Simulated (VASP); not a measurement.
# Al2Au (Fm-3m) in VASP: further runs, part 2 of 2

VASP 6.6.1. The steps go on from the part before.

**4. Electric field gradients, LDA (18.36 Å³/atom)**

This run uses another cell than the first one, of 18.36 Å³/atom.

Contents of INCAR:

```
PREC     = Accurate       # precision mode
ENCUT    = 520            # plane-wave cutoff, eV
EDIFF    = 1E-8           # SCF threshold, eV
ISMEAR   = -1             # smearing method
SIGMA    = 0.05           # smearing width, eV
LREAL    = False          # projectors in reciprocal space
LASPH    = True           # aspherical terms in the spheres
NELM     = 100            # most SCF steps
ALGO     = Normal         # electronic algorithm
ISIF     = 2              # what is computed and relaxed
LWAVE    = False          # write WAVECAR
LCHARG   = False          # write CHGCAR
LEFG     = True         
NBANDS   = 16             # bands
```

Contents of KPOINTS:

```
regular mesh
0
Gamma
  11 11 11
```

Contents of POSCAR:

```
Al2Au
1.0
    0.0000000000      3.0198681287      3.0198681287
    3.0198681287      0.0000000000      3.0198681287
    3.0198681287      3.0198681287      0.0000000000
Al Au
2 1
Direct
    0.2500000000      0.2500000000      0.2500000000
    0.7500000000      0.7500000000      0.7500000000
    0.0000000000      0.0000000000      0.0000000000
```

Potentials or basis: VASP PAW LDA potentials, release 64 (Al, Au).

Run with:

```sh
$ cat potpaw_LDA.64/Al/POTCAR potpaw_LDA.64/Au/POTCAR > POTCAR
$ mpirun -np 1 vasp_std > vasp.out
```

OUTCAR:

```text
PREC = Accurate
   ENCUT = 520
   EDIFF = 1E-8
   ISMEAR = -1
   LREAL = False
   LASPH = True
   NELM = 100
   ISIF = 2

 ion  position               nearest neighbor table
   1  0.250  0.250  0.250-   3 2.62   3 2.62   3 2.62   3 2.62   2 3.02   2 3.02   2 3.02   2 3.02
                             2 3.02   2 3.02
   2  0.750  0.750  0.750-   3 2.62   3 2.62   3 2.62   3 2.62   1 3.02   1 3.02   1 3.02   1 3.02
                             1 3.02   1 3.02
   3  0.000  0.000  0.000-   2 2.62   2 2.62   2 2.62   1 2.62   1 2.62   1 2.62   2 2.62   1 2.62

  LATTYP: Found a face centered cubic cell.
 ALAT       =     6.0397362574

  Lattice vectors:

 A1 = (   0.0000000000,   3.0198681287,   3.0198681287)
 A2 = (   3.0198681287,   0.0000000000,   3.0198681287)
 A3 = (   3.0198681287,   3.0198681287,   0.0000000000)

Analysis of symmetry for initial positions (statically):
=====================================================================
 Subroutine PRICEL returns:
 Original cell was already a primitive cell.

 Routine SETGRP: Setting up the symmetry group for a
 face centered cubic supercell.

 Subroutine GETGRP returns: Found 48 space group operations
 (whereof 48 operations were pure point group operations)
 out of a pool of 48 trial point group operations.

The static configuration has the point symmetry O_h .

Analysis of symmetry for dynamics (positions and initial velocities):
=====================================================================
 Subroutine PRICEL returns:
 Original cell was already a primitive cell.

 Routine SETGRP: Setting up the symmetry group for a
 face centered cubic supercell.

 Subroutine GETGRP returns: Found 48 space group operations
 (whereof 48 operations were pure point group operations)
 out of a pool of 48 trial point group operations.

The dynamic configuration has the point symmetry O_h .

 Subroutine INISYM returns: Found 48 space group operations
 (whereof 48 operations are pure point group operations),
 and found     1 'primitive' translations

----------------------------------------------------------------------------------------

                                     Primitive cell

  volume of cell :      55.0800

  direct lattice vectors                    reciprocal lattice vectors
     0.000000000  3.019868129  3.019868129    -0.165570144  0.165570144  0.165570144
     3.019868129  0.000000000  3.019868129     0.165570144 -0.165570144  0.165570144
     3.019868129  3.019868129  0.000000000     0.165570144  0.165570144 -0.165570144

  length of vectors
     4.270738464  4.270738464  4.270738464     0.286775901  0.286775901  0.286775901

  position of ions in fractional coordinates (direct lattice)
     0.250000000  0.250000000  0.250000000
     0.750000000  0.750000000  0.750000000
     0.000000000  0.000000000  0.000000000

  ion indices of the primitive-cell ions
   primitive index   ion index
                 1           1
                 2           2
                 3           3
[... 82 lines left out ...]
   PSTRESS=    0.0 pullay stress
   NELECT =      17.0000    total number of electrons
   NUPDOWN=      -1.0000    fix difference up-down
   EMIN   =  10.00;   EMAX   =-10.00  energy-range for DOS
   EFERMI =   0.00;   METHOD = LEGACY
   ISMEAR =    -1;   SIGMA  =   0.05  broadening in eV -4-tet -1-fermi 0-gaus
   EFERMI_NEDOS =   21; number of points for ismear=-14 and -15
   IALGO  =     38    algorithm
   IMIX   =      4    mixing-type and parameters
     AMIX     =   0.40;   BMIX     =  1.00
     AMIX_MAG =   1.60;   BMIX_MAG =  1.00
  volume/ion in A,a.u.               =      18.36       123.90
  Fermi-wavevector in a.u.,A,eV,Ry     =   1.106352  2.090701 16.653719  1.224014
  Thomas-Fermi vector in A             =   2.242851
   LORBIT       =      0    0 simple, 1 ext, 2 COOP (PROOUT), +10 PAW based schemes
   GGA     = CA    functional components
   LHFCALC =     F    Hartree Fock is set to
   AEXX    =    0.0000 exact exchange contribution
   IVDW    =     0    specifies the selected vdW correction
   LEPSILON=     F    determine dielectric tensor
   LRPA    =     F    only Hartree local field effects (RPA)
 non-spin polarized calculation
  energy-cutoff  :      520.00
  volume of cell :       55.08
 maximum number of plane-waves:      1496
   NGX = 15   NGY = 15   NGZ = 15

 number of electron      17.0000002 magnetization

 Free energy of the ion-electron system (eV)
  ---------------------------------------------------
  ext. energy  EPLUGINS =         0.00000000
  ---------------------------------------------------
  free energy    TOTEN  =       -14.25911161 eV

  energy without entropy =      -14.25044629  energy(sigma->0) =      -14.25477895

 E-fermi :   7.4108     XC(G=0): -10.6302

 val. band max:        7.4044920926   @ k =  -0.2727   0.2727   0.0000
 cond. band min:       7.4423255679   @ k =   0.4545   0.0909   0.0000
 fundamental gap:      0.0378334753
 Fermi energy:         7.4108439689

 k-point     1 :       0.0000    0.0000    0.0000
  band No.  band energies     occupation
      1      -3.0333      2.00000
      2       0.8517      2.00000
      3       0.8517      2.00000
      4       0.8517      2.00000
      5       1.7960      2.00000
      6       1.7960      2.00000
[... 433 lines left out ...]
      3       1.0693      2.00000
      4       1.0905      2.00000
      5       1.6874      2.00000
      6       1.8906      2.00000
[... 8 lines left out ...]
     15      14.2433      0.00000
     16      16.2047      0.00000

 [... further k-points ...]

------------------------ aborting loop because EDIFF is reached ----------------------------------------

  FORCE on cell =-STRESS in cart. coord.  units (eV):
  Direction    XX          YY          ZZ          XY          YZ          ZX
  --------------------------------------------------------------------------------------
  -------------------------------------------------------------------------------------
  Total       -1.5099590     -1.5099590     -1.5099590     -0.0000000     -0.0000000      0.0000000
  in kB      -43.9219704    -43.9219704    -43.9219704     -0.0000000     -0.0000000      0.0000000
  external PRESSURE =     -43.9219704 kB  Pullay stress =       0.0000000 kB

 VOLUME and BASIS-vectors are now :
 -----------------------------------------------------------------------------
  energy-cutoff  :      520.00
  volume of cell :       55.08
      direct lattice vectors                 reciprocal lattice vectors
     0.000000000  3.019868129  3.019868129    -0.165570144  0.165570144  0.165570144
     3.019868129  0.000000000  3.019868129     0.165570144 -0.165570144  0.165570144
     3.019868129  3.019868129  0.000000000     0.165570144  0.165570144 -0.165570144

 POSITION                                       TOTAL-FORCE (eV/Angst)
 -----------------------------------------------------------------------------------
      1.50993      1.50993      1.50993        -0.000000      0.000000     -0.000000
      4.52980      4.52980      4.52980        -0.000000     -0.000000      0.000000
      0.00000      0.00000      0.00000         0.000000      0.000000      0.000000
 -----------------------------------------------------------------------------------
    total drift:                                0.000000     -0.000000      0.000000

  FREE ENERGIE OF THE ION-ELECTRON SYSTEM (eV)
  ---------------------------------------------------
  free  energy   TOTEN  =       -14.2591116123 eV

  energy  without entropy=      -14.2504462928  energy(sigma->0) =      -14.25477895

 Electric field gradients (V/A^2)
---------------------------------------------------------------------
 ion       V_xx      V_yy      V_zz      V_xy      V_xz      V_yz
---------------------------------------------------------------------
   1       0.000     0.000    -0.000     0.000     0.000     0.000
   2       0.000     0.000    -0.000     0.000     0.000     0.000
   3      -0.000     0.000     0.000     0.000     0.000     0.000
---------------------------------------------------------------------

 Electric field gradients after diagonalization (V/A^2)
 (convention: |V_zz| > |V_xx| > |V_yy|)
----------------------------------------------------------------------
 ion       V_xx      V_yy      V_zz     asymmetry (V_yy - V_xx)/ V_zz
----------------------------------------------------------------------
   1      -0.000    -0.000     0.000       0.000
   2      -0.000    -0.000     0.000       0.000
   3      -0.000    -0.000     0.000       0.000
----------------------------------------------------------------------

           NMR quadrupolar parameters

 Cq : quadrupolar parameter    Cq=e*Q*V_zz/h
 eta: asymmetry parameters     (V_yy - V_xx)/ V_zz
 Q  : nuclear electric quadrupole moment in mb (millibarn)
----------------------------------------------------------------------
 ion       Cq(MHz)       eta       Q (mb)
----------------------------------------------------------------------
   1       0.000       0.000       1.000
   2       0.000       0.000       1.000
   3       0.000       0.000       1.000
----------------------------------------------------------------------
```

Wall time 40 s (1 thread of Intel Xeon 8259CL, shared host); peak memory 0.18 GiB.

Results:

```yaml
Free_energy: -14.2591 eV
Pressure: -4.4 GPa
Band_gap_on_the_k_mesh: zero (an odd number of electrons rules out a gap without spin polarisation)
Largest_electric_field_gradient_by_atom: zero within the noise of the run
```

Caveat: the cell stands under tension; spin-orbit coupling is left out, which moves the levels of the heavy elements.

**5. Electric field gradients, LDA (19.08 Å³/atom)**

This run uses another cell than the first one, of 19.08 Å³/atom.

Contents of INCAR:

```
PREC = Accurate
ENCUT = 520
EDIFF = 1E-8
ISMEAR = -1
SIGMA = 0.05
LREAL = F
LASPH = T
NELM = 100
ALGO = Normal
ISIF = 2
LWAVE = F
LCHARG = F
LEFG = T
NBANDS = 16
```

KPOINTS is that of step 4.

Contents of POSCAR:

```
Al2Au
1.0
    0.0000000000      3.0588384673      3.0588384673
    3.0588384673      0.0000000000      3.0588384673
    3.0588384673      3.0588384673      0.0000000000
Al Au
2 1
Direct
    0.2500000000      0.2500000000      0.2500000000
    0.7500000000      0.7500000000      0.7500000000
    0.0000000000      0.0000000000      0.0000000000
```

Potentials or basis: VASP PAW LDA potentials, release 64 (Al, Au).

Run with:

```sh
$ cat potpaw_LDA.64/Al/POTCAR potpaw_LDA.64/Au/POTCAR > POTCAR
$ mpirun -np 1 vasp_std > vasp.out
```

OUTCAR:

```text
PREC = Accurate
   ENCUT = 520
   EDIFF = 1E-8
   ISMEAR = -1
   LREAL = F
   LASPH = T
   NELM = 100
   ISIF = 2

 ion  position               nearest neighbor table
   1  0.250  0.250  0.250-   3 2.65   3 2.65   3 2.65   3 2.65   2 3.06   2 3.06   2 3.06   2 3.06
                             2 3.06   2 3.06
   2  0.750  0.750  0.750-   3 2.65   3 2.65   3 2.65   3 2.65   1 3.06   1 3.06   1 3.06   1 3.06
                             1 3.06   1 3.06
   3  0.000  0.000  0.000-   2 2.65   2 2.65   2 2.65   1 2.65   2 2.65   1 2.65   1 2.65   1 2.65

  LATTYP: Found a face centered cubic cell.
 ALAT       =     6.1176769346

  Lattice vectors:

 A1 = (   0.0000000000,   3.0588384673,   3.0588384673)
 A2 = (   3.0588384673,   0.0000000000,   3.0588384673)
 A3 = (   3.0588384673,   3.0588384673,   0.0000000000)

Analysis of symmetry for initial positions (statically):
=====================================================================
 Subroutine PRICEL returns:
 Original cell was already a primitive cell.

 Routine SETGRP: Setting up the symmetry group for a
 face centered cubic supercell.

 Subroutine GETGRP returns: Found 48 space group operations
 (whereof 48 operations were pure point group operations)
 out of a pool of 48 trial point group operations.

The static configuration has the point symmetry O_h .

Analysis of symmetry for dynamics (positions and initial velocities):
=====================================================================
 Subroutine PRICEL returns:
 Original cell was already a primitive cell.

 Routine SETGRP: Setting up the symmetry group for a
 face centered cubic supercell.
[... 605 lines left out ...]
      6       1.6184      2.00000
[... 8 lines left out ...]
     15      13.6312      0.00000
     16      15.6370      0.00000

 [... further k-points ...]

------------------------ aborting loop because EDIFF is reached ----------------------------------------

  FORCE on cell =-STRESS in cart. coord.  units (eV):
  Direction    XX          YY          ZZ          XY          YZ          ZX
  --------------------------------------------------------------------------------------
  -------------------------------------------------------------------------------------
  Total       -2.7979348     -2.7979348     -2.7979348      0.0000000     -0.0000000     -0.0000000
  in kB      -78.3156478    -78.3156478    -78.3156478      0.0000000     -0.0000000     -0.0000000
  external PRESSURE =     -78.3156478 kB  Pullay stress =       0.0000000 kB

 VOLUME and BASIS-vectors are now :
 -----------------------------------------------------------------------------
  energy-cutoff  :      520.00
  volume of cell :       57.24
      direct lattice vectors                 reciprocal lattice vectors
     0.000000000  3.058838467  3.058838467    -0.163460740  0.163460740  0.163460740
     3.058838467  0.000000000  3.058838467     0.163460740 -0.163460740  0.163460740
     3.058838467  3.058838467  0.000000000     0.163460740  0.163460740 -0.163460740

 POSITION                                       TOTAL-FORCE (eV/Angst)
 -----------------------------------------------------------------------------------
      1.52942      1.52942      1.52942        -0.000000     -0.000000     -0.000000
      4.58826      4.58826      4.58826         0.000000      0.000000      0.000000
      0.00000      0.00000      0.00000         0.000000      0.000000     -0.000000
 -----------------------------------------------------------------------------------
    total drift:                                0.000000     -0.000000      0.000000

  FREE ENERGIE OF THE ION-ELECTRON SYSTEM (eV)
  ---------------------------------------------------
  free  energy   TOTEN  =       -14.1763420826 eV

  energy  without entropy=      -14.1676594860  energy(sigma->0) =      -14.17200078

 Electric field gradients (V/A^2)
---------------------------------------------------------------------
 ion       V_xx      V_yy      V_zz      V_xy      V_xz      V_yz
---------------------------------------------------------------------
   1      -0.000    -0.000     0.000     0.000     0.000     0.000
   2      -0.000    -0.000     0.000     0.000     0.000     0.000
   3      -0.000    -0.000     0.000    -0.000    -0.000    -0.000
---------------------------------------------------------------------

 Electric field gradients after diagonalization (V/A^2)
 (convention: |V_zz| > |V_xx| > |V_yy|)
----------------------------------------------------------------------
 ion       V_xx      V_yy      V_zz     asymmetry (V_yy - V_xx)/ V_zz
----------------------------------------------------------------------
   1      -0.000    -0.000     0.000       0.000
   2      -0.000    -0.000     0.000       0.000
   3       0.000     0.000    -0.001       0.000
----------------------------------------------------------------------

           NMR quadrupolar parameters

 Cq : quadrupolar parameter    Cq=e*Q*V_zz/h
 eta: asymmetry parameters     (V_yy - V_xx)/ V_zz
 Q  : nuclear electric quadrupole moment in mb (millibarn)
----------------------------------------------------------------------
 ion       Cq(MHz)       eta       Q (mb)
----------------------------------------------------------------------
   1       0.000       0.000       1.000
   2       0.000       0.000       1.000
   3      -0.000       0.000       1.000
----------------------------------------------------------------------
```

OSZICAR:

```text
N       E                     dE             d eps       ncg     rms          rms(c)
DAV:   1     0.540795550049E+02    0.54080E+02   -0.68202E+03  1824   0.872E+02
DAV:   2    -0.139738090000E+02   -0.68053E+02   -0.61982E+02  2208   0.168E+02
DAV:   3    -0.154160947558E+02   -0.14423E+01   -0.14366E+01  2304   0.234E+01
DAV:   4    -0.154257545940E+02   -0.96598E-02   -0.96592E-02  2096   0.227E+00
DAV:   5    -0.154258903547E+02   -0.13576E-03   -0.13576E-03  2296   0.273E-01    0.847E+00
DAV:   6    -0.143112867816E+02    0.11146E+01   -0.44122E+00  2032   0.208E+01    0.392E+00
DAV:   7    -0.142145655260E+02    0.96721E-01   -0.21363E-01  1904   0.469E+00    0.177E+00
DAV:   8    -0.141777735789E+02    0.36792E-01   -0.31484E-02  2168   0.100E+00    0.399E-01
DAV:   9    -0.141763592459E+02    0.14143E-02   -0.27725E-03  2120   0.500E-01    0.216E-01
DAV:  10    -0.141763464676E+02    0.12778E-04   -0.14232E-04  2080   0.836E-02    0.355E-02
DAV:  11    -0.141763421964E+02    0.42712E-05   -0.75381E-06  2288   0.212E-02    0.138E-02
DAV:  12    -0.141763420870E+02    0.10944E-06   -0.10906E-06  2008   0.931E-03    0.325E-03
DAV:  13    -0.141763420826E+02    0.43503E-08   -0.64115E-08  2376   0.177E-03
   1 F= -.14176342E+02 E0= -.14172001E+02  d E =-.868260E-02
```

It took 41 s on 1 thread of Intel Xeon 8259CL, shared host; peak memory 0.19 GiB.

Results:

```yaml
Free_energy: -14.1763 eV
Pressure: -7.8 GPa
Band_gap_on_the_k_mesh: zero (an odd number of electrons rules out a gap without spin polarisation)
Largest_electric_field_gradient_by_atom: zero within the noise of the run
```

Levels at points of the mesh, in eV from the Fermi level:
```csv
k point,band 6,band 7,band 8,band 9,band 10,band 11,band 12,band 13
"(0.00, 0.00, 0.00)",-5.45,1.67,2.89,2.89,2.89,3.62,3.62,3.62
```

Caveat: the cell stands under tension; spin-orbit coupling is left out, which moves the levels of the heavy elements.

**6. Overview**

| cell | gap on the mesh (eV) | pressure (GPa) |
| --- | --- | --- |
| a = 4.185 Å, angles 60.0°, 3 atoms | none | 2.6 |
| a = 4.228 Å, angles 60.0°, 3 atoms | none | -1.2 |
| a = 4.271 Å, angles 60.0°, 3 atoms | none | -4.4 |
| a = 4.326 Å, angles 60.0°, 3 atoms | none | -7.8 |

Alike in all rows: task electric field gradients; level LDA; potentials or basis VASP PAW LDA potentials, release 64 (Al, Au); no spin polarisation; k mesh 11 × 11 × 11; cutoff (eV) 520; smearing fermi-dirac 0.05 eV.

Caveats: spin-orbit coupling is left out, which moves the levels of the heavy elements; the cell stands under tension (at least some runs).

Total energies depend on the potentials used, so only differences within one code and one set of settings carry meaning.
